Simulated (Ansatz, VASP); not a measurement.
## Two plane-wave programs on Bi2Te2O3

```xyz
7
Lattice="7.1893 0.0000 0.0000 -3.5947 6.2261 0.0000 0.0000 0.0000 6.4736" Properties=species:S:1:pos:R:3 pbc="T T T"
Bi    0.0000    4.1508    0.0000
Bi    3.5947    2.0754    0.0000
Te    0.0000    4.1508    3.2368
Te    3.5947    2.0754    3.2368
O     3.5947    0.0000    0.0000
O    -1.7973    3.1131    0.0000
O     1.7973    3.1131    0.0000
```

Alike in both runs: functional PBE; k mesh 3 × 3 × 2; occupations gaussian, width 0.15 eV; no spin polarisation.

Ansatz relaxed the structure, and its values are those at the end. VASP's run is a single point on that final structure, the one shown.

|  | VASP | Ansatz |
| --- | --- | --- |
| version | VASP 6.6.1 | Ansatz 0.2.0 |
| potentials or method | VASP PAW PBE potentials, release 64 (Bi_d, Te, O), cutoff 520 eV | scalar-relativistic, plane waves, PAW |
| valence electrons in the cell | 60 | 80 |

|  | VASP | Ansatz | Ansatz less VASP |
| --- | --- | --- | --- |
| gap on the k mesh at the Fermi level (eV) | none | none | - |
| pressure (GPa) | 0.0 | 0.0 | -0.03 |

A gap of «none» marks a metal or a gap that the smearing closes. VASP's potentials hold 60 valence electrons a cell and Ansatz's 80, so a difference there can come from the potentials and not from the codes.

The k mesh is coarse, so the values compare programs but aren't converged. Neither program's run includes spin-orbit coupling.
